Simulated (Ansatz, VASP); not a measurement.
Two plane-wave programs on Rh

POSCAR

```
Rh
1.0
    2.6226903555      0.0000000000      0.0000000000
   -1.3113451777      2.2713211311      0.0000000000
    0.0000000000      0.0000000000      8.5723782148
Rh
4
Direct
    0.0000000000      0.0000000000      0.0000000000
    0.3333333333      0.6666666667      0.2500000000
    0.0000000000      0.0000000000      0.5000000000
    0.6666666667      0.3333333333      0.7500000000
```

The input INCAR.step1:

```
PREC = Accurate
ENCUT = 520
ISMEAR = 1
SIGMA = 0.1
LREAL = F
LASPH = T
NELM = 80
NBANDS = 38
GGA = PE
ALGO = Normal
EDIFF = 1E-4
LWAVE = T
LCHARG = F
```

The input INCAR.step2:

```
PREC = Accurate
ENCUT = 520
EDIFF = 1E-6
ISMEAR = 1
SIGMA = 0.1
LREAL = F
LASPH = T
NELM = 80
ALGO = Normal
ISIF = 2
LWAVE = F
LCHARG = F
METAGGA = R2SCAN
LMIXTAU = T
NBANDS = 38
ISTART = 1
```

KPOINTS

```
regular mesh
0
Gamma
  10 10 3
```

Input for Ansatz:

```yaml
crystal:
  lattice:
    - [2.6226903554934404, 0.0, 0.0]
    - [-1.3113451777467202, 2.271321131126286, 0.0]
    - [0.0, 0.0, 8.572378214818732]
  atoms:
    - { symbol: Rh, position: [0.0, 0.0, 0.0] }
    - { symbol: Rh, position: [0.3333333333333333, 0.6666666666666666, 0.25] }
    - { symbol: Rh, position: [0.0, 0.0, 0.5] }
    - { symbol: Rh, position: [0.6666666666666666, 0.3333333333333333, 0.75] }
basis:
  ecutwfc: 600.0
kpoints:
  mp_grid:
    grid: [10, 10, 3]
hamiltonian:
  xc: r2scan
scf:
  occupations:
    method: methfessel_paxton
output:
  stress: true
```

Alike in both runs: task single point; functional r2SCAN; k mesh 10 × 10 × 3; no spin polarisation.

```csv
,VASP,Ansatz
version,VASP 6.6.1,Ansatz 0.2.0
potentials or method,"VASP PAW PBE potentials, release 64 (Rh_pv), cutoff 520 eV","plane waves, PAW"
occupations,"methfessel-paxton of order 1, width 0.1 eV",methfessel-paxton of order 1
valence electrons in the cell,60,68
```

|  | VASP | Ansatz | Ansatz less VASP |
| --- | --- | --- | --- |
| pressure (GPa) | 26.4 | 24.7 | -1.71 |
| traceless stress, the component that is largest in VASP (GPa) | 0.58 | 0.60 | +0.022 |

VASP's potentials were made for PBE, not for r2SCAN. VASP's potentials hold 60 valence electrons a cell and Ansatz's 68, so a difference there can come from the potentials and not from the codes. Ansatz's warnings: structure snapped to symmetry.
